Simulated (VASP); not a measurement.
A run of VASP 6.6.1 is set up as follows.

File INCAR:

```
SYSTEM = La3Pb
ALGO     = Normal         ! electronic algorithm
EDIFF    = 1E-6           ! SCF threshold, eV
ENCUT    = 500            ! plane-wave cutoff, eV
GGA      = CA             ! functional
GGA_COMPAT= .FALSE.      
ISIF     = 2              ! what is computed and relaxed
ISMEAR   = -1             ! smearing method
LASPH    = .TRUE.         ! aspherical terms in the spheres
LCHARG   = .TRUE.         ! write CHGCAR
LELF     = .TRUE.         ! ELF
LMAXMIX  = 6              ! l up to which the mixer works
LREAL    = .FALSE.        ! projectors in reciprocal space
LVHAR    = .TRUE.       
LWAVE    = .FALSE.        ! write WAVECAR
NBANDS   = 32             ! bands
NELM     = 200            ! most SCF steps
PREC     = Accurate       ! precision mode
SIGMA    = 0.1            ! smearing width, eV
```

The input KPOINTS:

```
k-points
0
G
  5 5 5
  0 0 0
```

POSCAR

```
La3Pb
1.0
    5.0733230000      0.0000000000      0.0000000000
    0.0000000000      5.0733230000      0.0000000000
    0.0000000000      0.0000000000      5.0733230000
La Pb
3 1
Direct
    0.5000000000      0.5000000000      0.0000000000
    0.0000000000      0.5000000000      0.5000000000
    0.5000000000      0.0000000000      0.5000000000
    0.0000000000      0.0000000000      0.0000000000
```

Potentials or basis: VASP PAW LDA potentials, release 64 (La, Pb_d).

Command:

```sh
$ cat potpaw_LDA.64/La/POTCAR potpaw_LDA.64/Pb_d/POTCAR > POTCAR
$ mpirun -np 1 vasp_std > vasp.out
```

Task: What does it give for the pressure?

Result: -3.7 GPa.

Task: Estimate the band gap on the k mesh.

Result: Zero (an odd number of electrons rules out a gap without spin polarisation).

Caveat: the cell stands under tension; spin-orbit coupling is left out, which moves the levels of the heavy elements.
